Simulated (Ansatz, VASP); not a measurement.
HgTe: VASP beside Ansatz

```
Hg Te
1.0
    -0.15469    3.26604    3.26604
     3.26604   -0.15469    3.26604
     3.26604    3.26604   -0.15469
Hg Te
1 1
Direct
  0.99574 0.99574 0.99574
  0.25426 0.25426 0.25426
```

Change from the starting cell: epitaxial_111 strain +4.0%.

Alike in both runs: task single point; functional r2SCAN; k mesh 6 × 6 × 6; occupations fermi-dirac, width 0.02 eV; no spin polarisation.

```csv
,VASP,Ansatz
version,VASP 6.6.1,Ansatz 0.2.0
potentials or method,"VASP PAW PBE potentials, release 64 (Hg, Te)","plane waves, PAW"
plane-wave cutoff (eV),520,500
valence electrons in the cell,18,36
```

```tsv
	VASP	Ansatz	Ansatz less VASP
pressure (GPa)	-1.7	-1.7	-0.05
traceless stress, the component that is largest in VASP (GPa)	0.87	0.86	-0.005
```

VASP's potentials were made for PBE, not for r2SCAN. VASP's potentials hold 18 valence electrons a cell and Ansatz's 36, so a difference there can come from the potentials and not from the codes.

Neither program's run includes spin-orbit coupling.
